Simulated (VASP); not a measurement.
Here is a VASP 6.6.1 calculation.

INCAR

```
SYSTEM = Mg4S
ALGO = Normal ; EDIFF = 1E-6
ENCUT = 600 ; GGA = PE
GGA_COMPAT = .FALSE. ; ISIF = 2
ISMEAR = 0 ; LASPH = .TRUE.
LCHARG = .FALSE. ; LREAL = .FALSE.
LWAVE = .FALSE. ; NBANDS = 25
NELM = 120 ; PREC = Accurate
SIGMA = 0.2
```

The input KPOINTS:

```
k-points
0
G
  3 3 3
  0 0 0
```

POSCAR

```
Mg4S
1.0
    3.1788472489     -5.5747173606      0.0000000000
    3.1788472489      5.5747173606      0.0000000000
    0.0000000000      0.0000000000      6.2281965533
Mg S
8 2
Direct
    0.2196822138      0.4814576412      0.1815660886
    0.5185423588      0.7803177862      0.8184339114
    0.7196822138      0.9814576412      0.3184339114
    0.0185423588      0.2803177862      0.6815660886
    0.2803177862      0.0185423588      0.3184339114
    0.9814576412      0.7196822138      0.6815660886
    0.7803177862      0.5185423588      0.1815660886
    0.4814576412      0.2196822138      0.8184339114
    0.0000000000      0.0000000000      0.0000000000
    0.5000000000      0.5000000000      0.5000000000
```

Potentials or basis: VASP PAW PBE potentials, release 64 (Mg, S).

The run is started by

```bash
$ cat potpaw_PBE.64/Mg/POTCAR potpaw_PBE.64/S/POTCAR > POTCAR
$ mpirun -np 1 vasp_std > vasp.out
```

**Question.** Predict the pressure.

**Answer.** -0.2 GPa.

**Question.** What does it give for the largest force?

**Answer.** 0.058 eV/Å.

Forces in eV/Å, atoms in the order of the input:
```
Mg   0.039 -0.009  0.041
Mg  -0.039 -0.009 -0.041
Mg   0.039 -0.009 -0.041
Mg  -0.039 -0.009  0.041
Mg  -0.039  0.009 -0.041
Mg   0.039  0.009  0.041
Mg  -0.039  0.009  0.041
Mg   0.039  0.009 -0.041
S    0.000  0.000  0.000
S    0.000  0.000  0.000
```

Caveat: the k points lie up to 0.38 Å⁻¹ apart.
